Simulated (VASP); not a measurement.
A run of VASP 6.6.1:

The input INCAR:

```
PREC = Accurate ; ENCUT = 520
EDIFF = 1E-6 ; ISMEAR = 0
SIGMA = 0.1 ; LREAL = F
LASPH = T ; NELM = 80
ALGO = Normal ; ISIF = 2
LWAVE = F ; LCHARG = F
GGA = PE ; NBANDS = 84
```

File KPOINTS:

```
regular mesh
0
Gamma
  3 2 3
```

POSCAR

```
Zr12H
1.0
    6.4600000000      0.0000000000      0.0000000000
   -4.8450000000      8.3917860000      0.0000000000
    0.0000000000      0.0000000000      5.1453900000
Zr H
12 1
Direct
    0.0012586995     -0.0022296803     -0.0035723240
    0.1744193464      0.2240577870      0.4920958372
    0.0041773833      0.3378532293     -0.0013551937
    0.1679243965      0.5572110633      0.4988768587
    0.0010495493      0.6682898015      0.0043199835
    0.1623085130      0.8862229089      0.5031136610
    0.4916343542     -0.0020798910      0.0094434047
    0.6648330080      0.2243216164      0.5055334970
    0.5039297429      0.3357537954     -0.0015625638
    0.6645432956      0.5536308957      0.4975063115
    0.4978224986      0.6649486772      0.0030751799
    0.6623868943      0.8841944969      0.5033210311
    0.8332148416      0.1111124616      0.7506880917
```

Potentials or basis: VASP PAW PBE potentials, release 64 (Zr_sv, H).

Launch:

```bash
$ cat potpaw_PBE.64/Zr_sv/POTCAR potpaw_PBE.64/H/POTCAR > POTCAR
$ mpirun -np 1 vasp_std > vasp.out
```

Hardware: 1 thread of Intel(R) Xeon(R) Platinum 8488C (Sapphire Rapids), on a shared host.

Task: Estimate the wall time of this run.

Result: It took 3.7 min on 1 thread of Intel(R) Xeon(R) Platinum 8488C (Sapphire Rapids), on a shared host, peak memory 0.43 GiB. Counts: scf iterations 17, k points 10.
